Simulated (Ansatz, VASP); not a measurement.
Pb: VASP beside Ansatz

```
Pb
1.0
     3.18104    0.00000    0.00000
     0.00000    3.18104    0.00000
     0.00000    0.00000    3.18104
Pb
1
Cartesian
  0.0000 0.0000 0.0000
```

Change from the starting cell: volume scaled by 1, PAW files.

Alike in both runs: task single point; functional PBEsol; k mesh 13 × 13 × 13; occupations fermi-dirac, width 0.05 eV; no spin polarisation.

|  | VASP | Ansatz |
| --- | --- | --- |
| version | VASP 6.6.1 | Ansatz 0.2.0 |
| potentials or method | VASP PAW PBE potentials, release 64 (Pb_d) | PAW with Ansatz's default frozen-core files, scalar-relativistic |
| plane-wave cutoff (eV) | 520 | 420 |
| valence electrons in the cell | 14 | 14 |

```tsv
	VASP	Ansatz	Ansatz less VASP
pressure (GPa)	-0.1	0.0	+0.07
```

VASP's potentials were made for PBE, not for PBEsol.

Spin-orbit coupling is off throughout.
